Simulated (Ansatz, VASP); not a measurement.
# One calculation of Pt, two programs

File INCAR:

```
SYSTEM = Pt
PREC = Accurate
ENCUT = 600
EDIFF = 1E-6
ISMEAR = -1
SIGMA = 0.1
LREAL = .FALSE.
LASPH = .TRUE.
NELM = 80
ALGO = Normal
ISIF = 3
LWAVE = .FALSE.
LCHARG = .FALSE.
GGA = B5
ALDAX = 1.0
AGGAX = 1.0
AGGAC = 1.0
ALDAC = 0.0
IBRION = 2
NSW = 80
EDIFFG = -0.01
```

KPOINTS

```
Automatic mesh
0
G
  8 8 12
  0 0 0
```

File POSCAR:

```
Pt
1.0
    4.4020276304      0.0000000000      0.0000000000
   -2.2010138152      3.8122677561      0.0000000000
    0.0000000000      0.0000000000      2.6984429374
Pt
3
Direct
    0.0000000000      0.0000000000      0.0000000000
    0.3333333333      0.6666666667      0.5000000000
    0.6666666667      0.3333333333      0.5000000000
```

Input for Ansatz:

```yaml
crystal:
  lattice:
    - [4.4020276304, 0.0, 0.0]
    - [-2.2010138152, 3.8122677561, 0.0]
    - [0.0, 0.0, 2.6984429374]
  atoms:
    - { symbol: Pt, position: [0.0, 0.0, 0.0] }
    - { symbol: Pt, position: [0.3333333333, 0.6666666667, 0.5] }
    - { symbol: Pt, position: [0.6666666667, 0.3333333333, 0.5] }
hamiltonian:
  xc: blyp
  pseudopotentials:
    kind: paw
    azcp:
      Pt: "pseudopotentials/Pt.paw.azcp"
basis:
  ecutwfc: 420
  fft_grid_basis: typed
kpoints:
  mp_grid: { grid: [8, 8, 12], shift: [0, 0, 0] }
magnetization:
  spin_polarized: false
scf:
  occupations: { method: fermi_dirac, width: 0.1 }
relax:
  max_steps: 60
  f_tol: 0.01
  cell: {}
```

Alike in both runs: task relaxation of cell and atoms; functional BLYP; k mesh 8 × 8 × 12; occupations fermi-dirac, width 0.1 eV; no spin polarisation.

|  | VASP | Ansatz |
| --- | --- | --- |
| version | VASP 6.6.1 | Ansatz 0.2.0 |
| potentials or method | VASP PAW PBE potentials, release 64 (Pt), cutoff 600 eV | plane waves (420 eV) with PAW, scalar-relativistic |
| valence electrons in the cell | 30 | 54 |

```csv
,VASP,Ansatz,Ansatz less VASP
relaxed volume (Å³/atom),17.14,17.05,-0.082
relaxed length of the cell vector where the two differ most in proportion (Å),2.759,2.754,-0.0047
```

VASP's potentials were made for PBE, not for BLYP. VASP's potentials hold 30 valence electrons a cell and Ansatz's 54, so a difference there can come from the potentials and not from the codes.

Neither program's run includes spin-orbit coupling.
